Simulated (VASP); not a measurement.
The system is MoS2.

```
CELL_PARAMETERS angstrom
3.17301 0.00000 0.00000
-1.58650 2.74791 0.00000
0.00000 0.00000 12.43542
ATOMIC_POSITIONS crystal
Mo 0.66667 0.33333 0.25002
Mo 0.33333 0.66667 0.74998
S 0.33333 0.66667 0.37512
S 0.66667 0.33333 0.87509
S 0.33333 0.66667 0.12491
S 0.66667 0.33333 0.62488
```

Base run:

- Program: VASP 6.6.1
- Functional: PBE
- Potentials or basis: VASP PAW PBE potentials, release 64 (Mo_sv, S)
- Cutoff: 500 eV
- k mesh: 12 × 12 × 2
- Occupations: gaussian, width 0.01 eV
- Spin: no spin polarisation

Its results: band gap on the k mesh 0.95 eV, indirect (least direct gap 1.64 eV); pressure 2.3 GPa; largest force 0.098 eV/Å.

Task: The run is repeated on the same cell with these changes: functional from PBE to r2SCAN; cutoff from 500 eV to 550 eV. What comes out?

Result: Band gap on the k mesh 1.05 eV, indirect (least direct gap 1.75 eV); pressure 1.2 GPa; largest force 0.051 eV/Å.

r2SCAN gives the wider gap, since meta-GGAs in the generalised Kohn-Sham scheme recover part of the derivative discontinuity.

Caveats: the PAW data sets were made with another functional, which shifts forces and pressure a little (some runs).

A k mesh can miss the band edges.
